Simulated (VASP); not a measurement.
The system is GdSeO.

```
Gd Se O
1.0
     3.95442    0.00000    0.00000
     0.00000    3.95442    0.00000
     0.00000    0.00000    6.90941
Gd Se O
2 2 2
Direct
  0.25000 0.25000 0.18955
  0.75000 0.75000 0.81045
  0.25000 0.25000 0.63670
  0.75000 0.75000 0.36330
  0.75000 0.25000 0.00000
  0.25000 0.75000 0.00000
```

| Item | Value |
| --- | --- |
| Program | VASP 6.6.1 |
| Task | relaxation of cell and atoms |
| Functional | PBE |
| Potentials or basis | VASP PAW PBE potentials, release 64 (Gd, Se, O) |
| Cutoff | 600 eV |
| k mesh | 5 × 5 × 3 |
| Occupations | fermi-dirac, width 0.1 eV |
| Spin | collinear spin, ferromagnetic start |
| Starting moments | [6.9, 6.9, 0.0, 0.0, 0.0, 0.0] μB |
| Hubbard terms | Gd f U = 7.02 eV, J = 0.41 eV |

At the start: pressure 0.6 GPa; volume 18.01 Å³/atom.

Q: Where does the relaxation end?

A: Over 34 steps the energy falls by 171.8 meV/atom and the volume is 19.73 Å³/atom (+9.6 %); space group P4/nmm (No. 129, to 0.1 Å) before and after; moment 14.02 μB per cell.

The path:
```tsv
step	energy change (eV)	largest force (eV/Å)	pressure (GPa)	volume (Å³)
1	0.0000	2.1192	0.58	108.05
2	-0.3603	0.9291	1.58	109.06
3	-0.4714	0.9050	3.13	109.97
4	-0.5762	0.7488	-2.48	117.35
5	-0.5773	0.7625	-2.00	116.59
6	-0.6929	0.7041	-1.38	116.10
7	-0.8580	1.1628	2.03	114.61
8	-0.9050	0.9432	1.65	115.28
9	-0.9673	0.2432	1.26	117.30
10	-0.9689	0.2568	1.27	116.94
11	-0.9935	0.1012	0.38	117.70
12	-1.0118	0.2005	-1.21	119.22
13	-1.0238	0.1731	-0.56	118.41
14	-1.0277	0.1588	0.00	117.73
15	-1.0278	0.1569	0.10	117.59
16	-1.0289	0.0726	0.12	117.67
17	-1.0293	0.0459	0.14	117.75
18	-1.0297	0.0487	0.01	117.98
19	-1.0299	0.0528	-0.17	118.30
20	-1.0301	0.0407	-0.12	118.29
21	-1.0303	0.0073	0.07	118.26
22	-1.0303	0.0192	0.00	118.27
23	-1.0303	0.0218	-0.01	118.27
24	-1.0303	0.0206	0.00	118.27
25	-1.0304	0.0191	0.02	118.26
26	-1.0305	0.0321	0.08	118.25
27	-1.0305	0.0294	0.06	118.29
28	-1.0306	0.0197	0.02	118.38
29	-1.0305	0.0054	-0.10	118.55
30	-1.0306	0.0163	-0.02	118.42
31	-1.0306	0.0174	-0.05	118.40
32	-1.0306	0.0188	-0.06	118.39
33	-1.0306	0.0196	-0.05	118.38
34	-1.0306	0.0053	0.01	118.38
```

Final structure:
```xyz
6
Lattice="4.1253 0.0000 0.0000 0.0000 4.1253 0.0000 0.0000 0.0000 6.9561" Properties=species:S:1:pos:R:3 pbc="T T T"
Gd    1.0313    1.0313    1.0530
Gd    3.0940    3.0940    5.9030
Se    1.0313    1.0313    3.8843
Se    3.0940    3.0940    3.0717
O     3.0940    1.0313    0.0000
O     1.0313    3.0940    0.0000
```
